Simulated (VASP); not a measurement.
Here is a VASP 6.6.1 calculation.

File INCAR:

```
  ALGO = Normal
  EDIFF = 1E-6
  ENCUT = 520
  GGA = PE
  ISIF = 2
  ISMEAR = -1
  LASPH = True
  LCHARG = True
  LELF = True
  LREAL = False
  LVHAR = True
  LWAVE = False
  NBANDS = 12
  NELM = 80
  PREC = Accurate
  SIGMA = 0.06122561905347299
```

The input KPOINTS:

```
k-points
0
Gamma
  14 14 14
```

POSCAR

```
Ga
1.0
    2.6646517150      0.0000000000      0.0000000000
    0.0000000000      2.6646517150      0.0000000000
    0.0000000000      0.0000000000      2.6646517150
Ga
1
Direct
    0.0000000000      0.0000000000      0.0000000000
```

Potentials or basis: VASP PAW PBE potentials, release 64 (Ga_d).

The run is started by

```sh
$ cat potpaw_PBE.64/Ga_d/POTCAR > POTCAR
$ mpirun -np 1 vasp_std > vasp.out
```

Problem. Predict the pressure.

Solution. 3.3 GPa.
